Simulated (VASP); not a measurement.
# BN in VASP: notebook

Runs on BN. Level: PBE+D3(BJ). Tasks: single point.

Program: VASP 6.6.1. These are calculated values, not measurements. Logs are shortened: lines on timing, memory, paths and dates and some standing lists are left out, and cuts for length are marked.

### Step 1. The cell of the first run

The typed cell holds 2 atoms: a = 2.505 Å, b = 2.505 Å, c = 3.534 Å, α = 99.91°, β = 100.57°, γ = 119.93°.

### Step 2. Single point, PBE+D3(BJ)

The input, INCAR:

```
  PREC = Accurate
  ENCUT = 520
  EDIFF = 1E-7
  ISMEAR = 0
  SIGMA = 0.1
  LREAL = False
  LASPH = True
  NELM = 80
  ALGO = Normal
  ISIF = 2
  LWAVE = False
  LCHARG = False
  GGA = PE
  IVDW = 12
  NBANDS = 11
```

The input, KPOINTS:

```
regular mesh
0
Gamma
  10 10 10
```

The input, POSCAR:

```
BN
1.0
    2.5051023969     -0.0026210388     -0.0081032063
   -1.2475243450      2.1723700257      0.0077882475
   -0.6385545226     -1.0796519138      3.3036746278
B N
1 1
Direct
    0.9908489933      0.9911840824     -0.0065825204
    0.6573000067      0.3246999176      0.9933875204
```

Potentials or basis: VASP PAW PBE potentials, release 64 (B, N).

Run with:

```console
$ cat potpaw_PBE.64/B/POTCAR potpaw_PBE.64/N/POTCAR > POTCAR
$ mpirun -np 1 vasp_std > vasp.out
```

OUTCAR:

```text
PREC = Accurate
   ENCUT = 520
   EDIFF = 1E-7
   ISMEAR = 0
   LREAL = False
   LASPH = True
   NELM = 80
   ISIF = 2
   GGA = PE
   IVDW = 12
 IVDW          = 12

 ion  position               nearest neighbor table
   1  0.991  0.991  0.993-   2 1.45   2 1.45   2 1.45
   2  0.657  0.325  0.993-   1 1.45   1 1.45   1 1.45

  LATTYP: Found a triclinic cell.
 ALAT       =     2.5051086158
 B/A-ratio  =     1.0010944528
 C/A-ratio  =     1.5724064556
 COS(alpha) =     0.0001993180
 COS(beta)  =     0.4716370641
 COS(gamma) =     0.5005439336

  Lattice vectors:

 A1 = (  -1.2475243450,   2.1723700257,   0.0077882475)
 A2 = (   1.2575780519,   2.1697489869,  -0.0003149588)
 A3 = (  -1.8665478743,   1.0822729526,  -3.2955714215)

Analysis of symmetry for initial positions (statically):
=====================================================================
 Subroutine PRICEL returns:
 Original cell was already a primitive cell.

 Routine SETGRP: Setting up the symmetry group for a
 triclinic supercell.

 Subroutine GETGRP returns: Found  1 space group operations
 (whereof  1 operations were pure point group operations)
 out of a pool of  2 trial point group operations.

The static configuration has the point symmetry C_1 .

Analysis of symmetry for dynamics (positions and initial velocities):
=====================================================================
 Subroutine PRICEL returns:
 Original cell was already a primitive cell.

 Routine SETGRP: Setting up the symmetry group for a
 triclinic supercell.

 Subroutine GETGRP returns: Found  1 space group operations
 (whereof  1 operations were pure point group operations)
 out of a pool of  2 trial point group operations.

The dynamic configuration has the point symmetry C_1 .

 Subroutine INISYM returns: Found  1 space group operations
 (whereof  1 operations are pure point group operations),
 and found     1 'primitive' translations

----------------------------------------------------------------------------------------

                                     Primitive cell

  volume of cell :      17.9667

  direct lattice vectors                    reciprocal lattice vectors
     2.505102397 -0.002621039 -0.008103206     0.399917231  0.229114427  0.152173819
    -1.247524345  2.172370026  0.007788247     0.000968884  0.460343109  0.150628939
    -0.638554523 -1.079651914  3.303674628     0.000978627 -0.000523267  0.302711397

  length of vectors
[... 90 lines left out ...]
   POTIM  = 0.5000    time-step for ionic-motion
   TEBEG  =    0.0;   TEEND  =   0.0 temperature during run
   PSTRESS=    0.0 pullay stress
   NELECT =       8.0000    total number of electrons
   NUPDOWN=      -1.0000    fix difference up-down
   EMIN   =  10.00;   EMAX   =-10.00  energy-range for DOS
   EFERMI =   0.00;   METHOD = LEGACY
   ISMEAR =     0;   SIGMA  =   0.10  broadening in eV -4-tet -1-fermi 0-gaus
   EFERMI_NEDOS =   21; number of points for ismear=-14 and -15
   IALGO  =     38    algorithm
   IMIX   =      4    mixing-type and parameters
     AMIX     =   0.40;   BMIX     =  1.00
     AMIX_MAG =   1.60;   BMIX_MAG =  1.00
  volume/ion in A,a.u.               =       8.98        60.62
  Fermi-wavevector in a.u.,A,eV,Ry     =   1.250110  2.362366 21.262855  1.562776
  Thomas-Fermi vector in A             =   2.384120
   LORBIT       =      0    0 simple, 1 ext, 2 COOP (PROOUT), +10 PAW based schemes
   GGA     = PE    functional components
   LHFCALC =     F    Hartree Fock is set to
   AEXX    =    0.0000 exact exchange contribution
   IVDW    =    12    specifies the selected vdW correction
   LEPSILON=     F    determine dielectric tensor
   LRPA    =     F    only Hartree local field effects (RPA)
 non-spin polarized calculation
 Gauss-broadening in eV      SIGMA  =   0.10
  energy-cutoff  :      520.00
  volume of cell :       17.97
 maximum number of plane-waves:       501
   NGX =  9   NGY =  9   NGZ = 13

 number of electron       7.9999999 magnetization

 Free energy of the ion-electron system (eV)
  ---------------------------------------------------
  ext. energy  EPLUGINS =         0.00000000
  ---------------------------------------------------
  free energy    TOTEN  =       -17.57176972 eV

  energy without entropy =      -17.57176972  energy(sigma->0) =      -17.57176972

 E-fermi :   2.9316     XC(G=0): -10.1061

 val. band max:        2.4449360982   @ k =   0.4000   0.4000   0.1000
 cond. band min:       6.0350881369   @ k =   0.5000   0.5000   0.5000
 fundamental gap:      3.5901520387
 Fermi energy:         2.9316029326

 k-point     1 :       0.0000    0.0000    0.0000
  band No.  band energies     occupation
      1     -15.4887      2.00000
      2      -1.7527      2.00000
      3       0.9897      2.00000
      4       0.9941      2.00000
      5       7.5733      0.00000
      6      13.8664      0.00000
      7      13.9730      0.00000
      8      15.4494      0.00000
      9      17.0297      0.00000
     10      27.9945      0.00000
     11      30.4210      0.00000
[... 309 lines left out ...]
 k-point    24 :      -0.3000    0.2000   -0.0000
  band No.  band energies     occupation
      1     -14.1727      2.00000
      2      -2.9257      2.00000
      3      -1.0810      2.00000
      4      -0.2196      2.00000
      5       9.7610      0.00000
      6      11.9427      0.00000
      7      14.2104      0.00000
      8      17.4144      0.00000
      9      20.4112      0.00000
     10      22.7584      0.00000
     11      26.9977      0.00000

 [... further k-points ...]

------------------------ aborting loop because EDIFF is reached ----------------------------------------

 Edisp (eV)   -0.28370

 E8    (eV) :    -0.0832

  FORCE on cell =-STRESS in cart. coord.  units (eV):
  Direction    XX          YY          ZZ          XY          YZ          ZX
  --------------------------------------------------------------------------------------
  -------------------------------------------------------------------------------------
  Total       0.01345     0.01445     0.01885     0.00063     0.00155    -0.00215
  in kB       1.19970     1.28844     1.68077     0.05644     0.13829    -0.19191
  external pressure =        1.39 kB  Pullay stress =        0.00 kB

 VOLUME and BASIS-vectors are now :
 -----------------------------------------------------------------------------
  energy-cutoff  :      520.00
  volume of cell :       17.97
      direct lattice vectors                 reciprocal lattice vectors
     2.505102397 -0.002621039 -0.008103206     0.399917231  0.229114427  0.152173819
    -1.247524345  2.172370026  0.007788247     0.000968884  0.460343109  0.150628939
    -0.638554523 -1.079651914  3.303674628     0.000978627 -0.000523267  0.302711397

 POSITION                                       TOTAL-FORCE (eV/Angst)
 -----------------------------------------------------------------------------------
      0.61130      1.07808      3.28162        -0.000116     -0.000087      0.000583
      0.60720     -0.36887      3.27903         0.000116      0.000087     -0.000583
 -----------------------------------------------------------------------------------
    total drift:                                0.000008      0.000041      0.000033

  FREE ENERGIE OF THE ION-ELECTRON SYSTEM (eV)
  ---------------------------------------------------
  free  energy   TOTEN  =       -17.8554657771 eV

  energy  without entropy=      -17.8554657771  energy(sigma->0) =      -17.85546578
```

OSZICAR:

```text
N       E                     dE             d eps       ncg     rms          rms(c)
DAV:   1     0.136874712674E+02    0.13687E+02   -0.46678E+03 11208   0.688E+02
DAV:   2    -0.185433627622E+02   -0.32231E+02   -0.30919E+02 12999   0.162E+02
DAV:   3    -0.193378015029E+02   -0.79444E+00   -0.79323E+00 13612   0.235E+01
DAV:   4    -0.193401859378E+02   -0.23844E-02   -0.23844E-02 12112   0.142E+00
DAV:   5    -0.193401956886E+02   -0.97508E-05   -0.97508E-05 13551   0.809E-02    0.795E+00
DAV:   6    -0.177574847031E+02    0.15827E+01   -0.52226E+00 12724   0.127E+01    0.362E+00
DAV:   7    -0.176085419716E+02    0.14894E+00   -0.23725E-01 12846   0.366E+00    0.222E+00
DAV:   8    -0.175710606263E+02    0.37481E-01   -0.11346E-01 13152   0.207E+00    0.255E-01
DAV:   9    -0.175713643197E+02   -0.30369E-03   -0.26475E-03 12030   0.416E-01    0.139E-01
DAV:  10    -0.175717458429E+02   -0.38152E-03   -0.51236E-04 12406   0.165E-01    0.241E-02
DAV:  11    -0.175717701774E+02   -0.24335E-04   -0.49956E-05 13029   0.480E-02    0.208E-02
DAV:  12    -0.175717695853E+02    0.59207E-06   -0.92358E-06 12290   0.202E-02    0.180E-03
DAV:  13    -0.175717697107E+02   -0.12535E-06   -0.37459E-07 12864   0.529E-03    0.620E-04
DAV:  14    -0.175717697228E+02   -0.12088E-07   -0.19219E-08 11511   0.946E-04
   1 F= -.17855466E+02 E0= -.17855466E+02  d E =-.928287E-14
```

Wall time 2 min (1 thread of Intel Xeon 8259CL, shared host); peak memory 0.22 GiB.

What came out:

```yaml
Free_energy: -17.8555 eV
Pressure: 0.1 GPa
Band_gap_on_the_k_mesh: 3.59 eV (least direct gap 4.66 eV)
Dispersion_energy_per_atom: -0.142 eV
```

Levels at points of the mesh, in eV from the valence-band top:
```tsv
k point	band 2	band 3	band 4	band 5	band 6	band 7
(0.00, 0.00, 0.00)	-4.20	-1.46	-1.45	5.13	11.42	11.53
(0.50, 0.00, 0.00)	-9.01	-4.24	-1.06	4.53	9.77	13.59
(0.00, 0.50, 0.00)	-9.02	-4.24	-1.04	4.57	9.78	13.55
(0.50, 0.50, 0.00)	-9.15	-4.24	-0.37	6.02	9.35	12.36
(0.00, 0.00, 0.50)	-6.36	-1.49	-1.44	10.15	11.36	11.46
(0.50, 0.00, 0.50)	-9.02	-4.24	-1.04	4.57	9.78	13.55
(0.00, 0.50, 0.50)	-9.01	-4.24	-1.06	4.54	9.77	13.59
(0.50, 0.50, 0.50)	-8.86	-4.30	-1.66	3.59	9.76	14.87
```

### Step 3. Single point, PBE+D3(BJ)

This run uses another cell than the first one, of 8.25 Å³/atom.

The input, INCAR:

```
  PREC = Accurate
  ENCUT = 520
  EDIFF = 1E-7
  ISMEAR = 0
  SIGMA = 0.02
  LREAL = F
  LASPH = T
  NELM = 80
  ALGO = Normal
  ISIF = 2
  LWAVE = F
  LCHARG = T
  GGA = PE
  IVDW = 12
  LELF = T
  LVHAR = T
  NBANDS = 11
```

The input, KPOINTS:

```
regular mesh
0
Gamma
  12 12 12
```

The input, POSCAR:

```
BN
1.0
    2.5080409239      0.0000000000      0.0000000000
   -1.2467107647      2.1762310413      0.0000000000
   -0.6306650796     -1.0881155206      3.0225400000
B N
1 1
Direct
    0.9796430000      0.9834990000      0.0018060000
    0.6685060000      0.3323850000      0.9849990000
```

Potentials or basis: VASP PAW PBE potentials, release 64 (B, N).

Run with:

```console
$ cat potpaw_PBE.64/B/POTCAR potpaw_PBE.64/N/POTCAR > POTCAR
$ mpirun -np 1 vasp_std > vasp.out
```

It took 2.9 min on 1 thread of Intel Xeon 8259CL, shared host; peak memory 0.27 GiB.

Results (log left out):

* Free energy: -17.7215 eV
* Pressure: 1.8 GPa
* Largest force: 2.722 eV/Å
* Band gap on the k mesh: 2.81 eV (least direct gap 4.50 eV)
* Dispersion energy per atom: -0.157 eV

Forces on the atoms (eV/Å):
```
B    1.655  2.079 -0.591
N   -1.655 -2.079  0.591
```

Stress tensor (GPa, compression positive):
```
-5.50 -5.00  0.55
-5.00  6.44  1.18
 0.55  1.18  4.57
```

Levels at points of the mesh, in eV from the valence-band top:
| k point | band 2 | band 3 | band 4 | band 5 | band 6 | band 7 |
| --- | --- | --- | --- | --- | --- | --- |
| (0.00, 0.00, 0.00) | -3.82 | -2.50 | -0.88 | 5.45 | 10.16 | 12.25 |
| (0.50, 0.00, 0.00) | -9.12 | -4.89 | -1.63 | 4.87 | 9.41 | 13.63 |
| (0.00, 0.50, 0.50) | -9.37 | -4.14 | -1.20 | 3.97 | 9.48 | 13.80 |
| (0.00, 0.50, 0.00) | -9.38 | -4.14 | -1.10 | 3.75 | 9.55 | 13.92 |
| (0.50, 0.00, 0.50) | -9.12 | -4.89 | -1.52 | 4.54 | 9.46 | 13.87 |
| (0.50, 0.50, 0.00) | -9.55 | -4.29 | -0.18 | 6.17 | 8.99 | 12.45 |
| (0.00, 0.00, 0.50) | -7.06 | -2.52 | -0.92 | 9.86 | 10.69 | 12.24 |
| (0.50, 0.50, 0.50) | -9.02 | -4.44 | -2.24 | 2.81 | 9.09 | 15.46 |

Caveat: the stress differs along the axes, from -6 to 6 GPa; forces of over 1 eV/Å act on the atoms, so gaps and moduli don't describe the material at rest. A k mesh can miss the band edges.
